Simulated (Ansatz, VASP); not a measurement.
# BN: VASP beside Ansatz

```
B N
1.0
     0.00000    3.49532    2.16609
     1.25163    0.00000    2.16609
     1.25163    3.49532    0.00000
B N
1 1
Direct
  0.00005 0.00005 0.99995
  0.66665 0.66665 0.33335
```

Alike in both runs: task single point; functional PBEsol; k mesh 1 × 1 × 1; occupations fermi-dirac, width 0.01 eV; no spin polarisation.

|  | VASP | Ansatz |
| --- | --- | --- |
| version | VASP 6.6.1 | Ansatz 0.2.0 |
| potentials or method | VASP PAW PBE potentials, release 64 (B, N), cutoff 600 eV | plane waves, PAW |
| valence electrons in the cell | 8 | 8 |

|  | VASP | Ansatz | Ansatz less VASP |
| --- | --- | --- | --- |
| gap on the k mesh at the Fermi level (eV) | 5.05 | 5.06 | +0.007 |

VASP's potentials were made for PBE, not for PBEsol.

The k mesh is coarse, so the values compare programs but aren't converged.
